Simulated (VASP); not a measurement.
# BAs (F-43m) in VASP: single point with HSE06

Aim: the single point of BAs with HSE06.

All numbers are computed with VASP 6.6.1; they aren't measurements. Logs are shortened: lines on timing, memory, paths and dates and some standing lists are left out, and cuts for length are marked.

## (1) The cell of the first run

It takes space group F-43m (No. 216, cubic). The conventional cell has a = 4.784 Å, b = 4.784 Å, c = 4.784 Å, α = 90.00°, β = 90.00°, γ = 90.00°. B (site symmetry -43m) has 4 As at 2.07 Å within 2.7 Å. Within 2.7 Å of As (site symmetry -43m) lie 4 B at 2.07 Å.

## (2) Single point, HSE06

Contents of POSCAR:

```
BAs
1.0
    0.0000000000      2.3918698977      2.3918698977
    2.3918698977      0.0000000000      2.3918698977
    2.3918698977      2.3918698977      0.0000000000
B As
1 1
Direct
    0.0000000000      0.0000000000      0.0000000000
    0.2500000000      0.2500000000      0.2500000000
```

Contents of INCAR.step1:

```
SYSTEM = BAs
PREC = Accurate
ENCUT = 520
EDIFF = 1E-5
ISMEAR = -1
SIGMA = 0.2
LREAL = .False.
LASPH = .True.
NELM = 80
ALGO = Normal
ISIF = 2
LWAVE = .True.
LCHARG = .False.
GGA = PE
NBANDS = 11
```

Contents of INCAR.step2:

```
SYSTEM = BAs
PREC = Accurate
ENCUT = 520
EDIFF = 1E-7
ISMEAR = -1
SIGMA = 0.2
LREAL = .False.
LASPH = .True.
NELM = 80
ALGO = Normal
ISIF = 2
LWAVE = .False.
LCHARG = .False.
GGA = PE
LHFCALC = .True.
HFSCREEN = 0.2079
PRECFOCK = Normal
ISTART = 1
NBANDS = 11
```

Contents of KPOINTS:

```
regular mesh
0
Gamma
  4 4 4
  0 0 0
```

Potentials or basis: VASP PAW PBE potentials, release 64 (B, As).

The run is started by

```
cat potpaw_PBE.64/B/POTCAR potpaw_PBE.64/As/POTCAR > POTCAR
cp INCAR.step1 INCAR
mpirun -np 1 vasp_std > vasp.out
cp INCAR.step2 INCAR
mpirun -np 1 vasp_std > vasp.out
```

OUTCAR:

```text
SYSTEM = BAs
   PREC = Accurate
   ENCUT = 520
   EDIFF = 1E-7
   ISMEAR = -1
   LREAL = .False.
   LASPH = .True.
   NELM = 80
   ISIF = 2
   GGA = PE
   LHFCALC = .True.
   HFSCREEN = 0.2079
   PRECFOCK = Normal
   ISTART = 1

 ion  position               nearest neighbor table
   1  0.000  0.000  0.000-   2 2.07   2 2.07   2 2.07   2 2.07
   2  0.250  0.250  0.250-   1 2.07   1 2.07   1 2.07   1 2.07

  LATTYP: Found a face centered cubic cell.
 ALAT       =     4.7837397954

  Lattice vectors:

 A1 = (   0.0000000000,   2.3918698977,   2.3918698977)
 A2 = (   2.3918698977,   0.0000000000,   2.3918698977)
 A3 = (   2.3918698977,   2.3918698977,   0.0000000000)

Analysis of symmetry for initial positions (statically):
=====================================================================
 Subroutine PRICEL returns:
 Original cell was already a primitive cell.

 Routine SETGRP: Setting up the symmetry group for a
 face centered cubic supercell.

 Subroutine GETGRP returns: Found 24 space group operations
 (whereof 24 operations were pure point group operations)
 out of a pool of 48 trial point group operations.

The static configuration has the point symmetry T_d .

Analysis of symmetry for dynamics (positions and initial velocities):
=====================================================================
 Subroutine PRICEL returns:
 Original cell was already a primitive cell.

 Routine SETGRP: Setting up the symmetry group for a
 face centered cubic supercell.

 Subroutine GETGRP returns: Found 24 space group operations
 (whereof 24 operations were pure point group operations)
 out of a pool of 48 trial point group operations.

The dynamic configuration has the point symmetry T_d .

 Subroutine INISYM returns: Found 24 space group operations
 (whereof 24 operations are pure point group operations),
 and found     1 'primitive' translations

----------------------------------------------------------------------------------------

                                     Primitive cell

  volume of cell :      27.3680

  direct lattice vectors                    reciprocal lattice vectors
     0.000000000  2.391869898  2.391869898    -0.209041470  0.209041470  0.209041470
     2.391869898  0.000000000  2.391869898     0.209041470 -0.209041470  0.209041470
     2.391869898  2.391869898  0.000000000     0.209041470  0.209041470 -0.209041470

  length of vectors
     3.382614849  3.382614849  3.382614849     0.362070447  0.362070447  0.362070447

  position of ions in fractional coordinates (direct lattice)
     0.000000000  0.000000000  0.000000000
     0.250000000  0.250000000  0.250000000

  ion indices of the primitive-cell ions
   primitive index   ion index
                 1           1
                 2           2

----------------------------------------------------------------------------------------

 KPOINTS: regular mesh

Automatic generation of k-mesh.
 Grid dimensions read from file:
 generate k-points for:    4    4    4

 Generating k-lattice:

  Cartesian coordinates                     Fractional coordinates (reciprocal lattice)
    -0.052260368  0.052260368  0.052260368     0.250000000  0.000000000  0.000000000
     0.052260368 -0.052260368  0.052260368     0.000000000  0.250000000  0.000000000
     0.052260368  0.052260368 -0.052260368     0.000000000  0.000000000  0.250000000

  Length of vectors
     0.090517612  0.090517612  0.090517612

  Shift w.r.t. Gamma in fractional coordinates (k-lattice)
     0.000000000  0.000000000  0.000000000

 Subroutine IBZKPT returns following result:
 ===========================================

 Found      8 irreducible k-points:

 Following reciprocal coordinates:
            Coordinates               Weight
  0.000000  0.000000  0.000000      1.000000
  0.250000  0.000000  0.000000      8.000000
  0.500000  0.000000  0.000000      4.000000
  0.250000  0.250000  0.000000      6.000000
  0.500000  0.250000  0.000000     24.000000
 -0.250000  0.250000  0.000000     12.000000
  0.500000  0.500000  0.000000      3.000000
 -0.250000  0.500000  0.250000      6.000000
   k-points           NKPTS =      8   k-points in BZ     NKDIM =     64   number of bands    NBANDS=     11
   number of dos      NEDOS =    301   number of ions     NIONS =      2
   total plane-waves  NPLWV =  21952
   dimension x,y,z NGX =    28 NGY =   28 NGZ =   28
   dimension x,y,z NGXF=    56 NGYF=   56 NGZF=   56
   ions per type =               1   1
   NGX,Y,Z   is equivalent  to a cutoff of  13.76, 13.76, 13.76 a.u.
   NGXF,Y,Z  is equivalent  to a cutoff of  27.52, 27.52, 27.52 a.u.
 SYSTEM =  BAs
   PREC   = accura    normal or accurate (medium, high low for compatibility)
   ISTART =      1    job   : 0-new  1-cont  2-samecut
   ICHARG =      0    charge: 1-file 2-atom 10-const
   ISPIN  =      1    spin polarized calculation?
   LNONCOLLINEAR =      F non collinear calculations
   LSORBIT =      F    spin-orbit coupling
   LASPH  =      T    aspherical Exc in radial PAW
   ENCUT  =  520.0 eV  38.22 Ry    6.18 a.u.   6.29  6.29  6.29*2*pi/ulx,y,z
   NELM   =     80;   NELMIN=  2; NELMDL=  0     # of ELM steps
   EDIFF  = 0.1E-06   stopping-criterion for ELM
   LREAL  =      F    real-space projection
   EDIFFG = 0.1E-05   stopping-criterion for IOM
   NSW    =      0    number of steps for IOM
   IBRION =     -1    ionic relax: 0-MD 1-quasi-New 2-CG
   NFREE  =      0    steps in history (QN), initial steepest desc. (CG)
   ISIF   =      2    stress and relaxation
   ISYM   =      3    0-nonsym 1-usesym 2-fastsym
   POTIM  = 0.5000    time-step for ionic-motion
   TEBEG  =    0.0;   TEEND  =   0.0 temperature during run
   PSTRESS=    0.0 pullay stress
   NELECT =       8.0000    total number of electrons
   NUPDOWN=      -1.0000    fix difference up-down
   EMIN   =  10.00;   EMAX   =-10.00  energy-range for DOS
   EFERMI =   0.00;   METHOD = LEGACY
   ISMEAR =    -1;   SIGMA  =   0.20  broadening in eV -4-tet -1-fermi 0-gaus
   EFERMI_NEDOS =   21; number of points for ismear=-14 and -15
   IALGO  =     38    algorithm
   IMIX   =      1    mixing-type and parameters
     AMIX     =   0.40;   BMIX     =  1.00
     AMIX_MAG =   1.60;   BMIX_MAG =  1.00
  volume/ion in A,a.u.               =      13.68        92.34
  Fermi-wavevector in a.u.,A,eV,Ry     =   1.086486  2.053160 16.061008  1.180451
  Thomas-Fermi vector in A             =   2.222623
   LORBIT       =      0    0 simple, 1 ext, 2 COOP (PROOUT), +10 PAW based schemes
   GGA     = PE    functional components
   LHFCALC =     T    Hartree Fock is set to
   PRECFOCK=normal    Normal, Fast or Accurate (Low or Medium for compatibility)
   ENCUT4O =  -1.0   cutoff for four orbital integrals eV
   NKREDX  =     1    reduce k-point grid by
   NKREDY  =     1    reduce k-point grid by
   NKREDZ  =     1    reduce k-point grid by
   AEXX    =    0.2500 exact exchange contribution
   HFSCREEN=    0.2079 screening length (either q_TF or 0.3 A-1)
   HFSCREENC=   0.2079 screening length for correlation (either q_TF or 0.3 A-1)
   ENCUTFOCK=  -1.0 apply spherical cutoff to Coloumb kernel
   IVDW    =     0    specifies the selected vdW correction
   LEPSILON=     F    determine dielectric tensor
   LRPA    =     F    only Hartree local field effects (RPA)
 non-spin polarized calculation
  energy-cutoff  :      520.00
  volume of cell :       27.37
 maximum number of plane-waves:       754
 NGX is ok and might be reduce to    28
  NGX = 20; NGY = 20; NGZ = 20

 number of electron       8.0000000 magnetization

 Free energy of the ion-electron system (eV)
  ---------------------------------------------------
  ext. energy  EPLUGINS =         0.00000000
  ---------------------------------------------------
  free energy    TOTEN  =       -13.09164336 eV

  energy without entropy =      -13.08978997  energy(sigma->0) =      -13.09071667

 E-fermi :   6.6491     XC(G=0):  -8.7315

 val. band max:        5.6694606153   @ k =   0.0000   0.0000   0.0000
 cond. band min:       7.7879236173   @ k =   0.5000   0.5000   0.0000
 fundamental gap:      2.1184630020
 Fermi energy:         6.6490660104

 k-point     1 :       0.0000    0.0000    0.0000
  band No.  band energies     occupation
      1     -11.2159      2.00000
      2       5.6695      1.98519
      3       5.6695      1.98519
      4       5.6695      1.98519
      5       9.8062      0.00000
      6       9.8062      0.00000
      7       9.8062      0.00000
      8      11.5467      0.00000
      9      16.3056      0.00000
     10      19.7129      0.00000
     11      19.7129      0.00000

 k-point     2 :       0.2500    0.0000    0.0000
  band No.  band energies     occupation
      1     -10.1144      2.00000
      2       0.3222      2.00000
      3       4.4433      1.99997
      4       4.4433      1.99997
      5       9.6495      0.00000
      6      11.2712      0.00000
      7      11.2712      0.00000
      8      14.8430      0.00000
      9      17.9466      0.00000
     10      17.9466      0.00000
     11      18.0759      0.00000

 k-point     3 :       0.5000    0.0000    0.0000
  band No.  band energies     occupation
      1      -8.0418      2.00000
      2      -3.9634      2.00000
      3       3.6935      2.00000
      4       3.6936      2.00000
      5       9.2560      0.00000
      6      11.3816      0.00000
      7      11.3816      0.00000
      8      15.7038      0.00000
      9      19.7479      0.00000
     10      21.5917      0.00000
     11      21.5917      0.00000

 k-point     4 :       0.2500    0.2500    0.0000
  band No.  band energies     occupation
      1      -9.7339      2.00000
      2       1.2277      2.00000
      3       2.7580      2.00000
      4       2.7580      2.00000
      5       8.0705      0.00164
      6      11.1251      0.00000
      7      14.2309      0.00000
      8      14.2309      0.00000
      9      17.2300      0.00000
     10      20.7824      0.00000
     11      21.2793      0.00000

 k-point     5 :       0.5000    0.2500    0.0000
  band No.  band energies     occupation
      1      -7.5880      2.00000
      2      -2.8032      2.00000
      3       0.5658      2.00000
      4       2.2271      2.00000
      5       8.8464      0.00003
      6      12.5854      0.00000
      7      14.4569      0.00000
      8      14.7602      0.00000
      9      19.0712      0.00000
     10      21.9727      0.00000
     11      22.8236      0.00000

 k-point     6 :      -0.2500    0.2500    0.0000
  band No.  band energies     occupation
      1      -8.4348      2.00000
      2      -1.6023      2.00000
      3       0.1838      2.00000
      4       3.5488      2.00000
      5      10.0788      0.00000
      6      12.8866      0.00000
      7      13.7413      0.00000
      8      14.2280      0.00000
      9      17.0099      0.00000
     10      19.1076      0.00000
     11      22.7842      0.00000

 k-point     7 :       0.5000    0.5000    0.0000
  band No.  band energies     occupation
      1      -6.5437      2.00000
      2      -3.7546      2.00000
      3       1.2339      2.00000
      4       1.2339      2.00000
      5       7.7879      0.00671
      6       7.8581      0.00473
      7      18.5933      0.00000
      8      18.5933      0.00000
      9      20.0989      0.00000
     10      24.4465      0.00000
     11      24.7529      0.00000

 k-point     8 :      -0.2500    0.5000    0.2500
  band No.  band energies     occupation
      1      -6.3652      2.00000
      2      -3.2642      2.00000
      3      -0.2440      2.00000
      4       0.0712      2.00000
      5      11.8589      0.00000
      6      12.8313      0.00000
      7      13.3566      0.00000
      8      13.8176      0.00000
      9      19.4507      0.00000
     10      22.6793      0.00000
     11      22.7340      0.00000

------------------------ aborting loop because EDIFF is reached ----------------------------------------

  FORCE on cell =-STRESS in cart. coord.  units (eV):
  Direction    XX          YY          ZZ          XY          YZ          ZX
  --------------------------------------------------------------------------------------
  -------------------------------------------------------------------------------------
  Total       -0.1004632     -0.1004632     -0.1004632     -0.0000000     -0.0000000     -0.0000000
  in kB       -5.8813239     -5.8813239     -5.8813239     -0.0000000     -0.0000000     -0.0000000
  external PRESSURE =      -5.8813239 kB  Pullay stress =       0.0000000 kB

 VOLUME and BASIS-vectors are now :
 -----------------------------------------------------------------------------
  energy-cutoff  :      520.00
  volume of cell :       27.37
      direct lattice vectors                 reciprocal lattice vectors
     0.000000000  2.391869898  2.391869898    -0.209041470  0.209041470  0.209041470
     2.391869898  0.000000000  2.391869898     0.209041470 -0.209041470  0.209041470
     2.391869898  2.391869898  0.000000000     0.209041470  0.209041470 -0.209041470

 POSITION                                       TOTAL-FORCE (eV/Angst)
 -----------------------------------------------------------------------------------
      0.00000      0.00000      0.00000        -0.000000     -0.000000     -0.000000
      1.19593      1.19593      1.19593         0.000000      0.000000      0.000000
 -----------------------------------------------------------------------------------
    total drift:                                0.000001      0.000000      0.000000

  FREE ENERGIE OF THE ION-ELECTRON SYSTEM (eV)
  ---------------------------------------------------
  free  energy   TOTEN  =       -13.0916433613 eV

  energy  without entropy=      -13.0897899697  energy(sigma->0) =      -13.09071667
```

Wall time 4.1 min (1 thread of Intel Xeon 8259CL, shared host); peak memory 0.26 GiB.

What came out:

* Free energy: -13.0916 eV
* Pressure: -0.6 GPa
* Band gap on the k mesh: 2.12 eV (least direct gap 4.14 eV)

Levels at points of the mesh, in eV from the valence-band top:
```tsv
k point	band 1	band 2	band 3	band 4	band 5	band 6	band 7	band 8	band 9
(0.00, 0.00, 0.00)	-16.89	0.00	0.00	0.00	4.14	4.14	4.14	5.88	10.64
(0.50, 0.00, 0.00)	-13.71	-9.63	-1.98	-1.98	3.59	5.71	5.71	10.03	14.08
(0.50, 0.50, 0.00)	-12.21	-9.42	-4.44	-4.44	2.12	2.19	12.92	12.92	14.43
```

Caveat: the k points lie up to 0.57 Å⁻¹ apart; the PAW data sets were made with another functional, which shifts forces and pressure a little. A k mesh can miss the band edges.
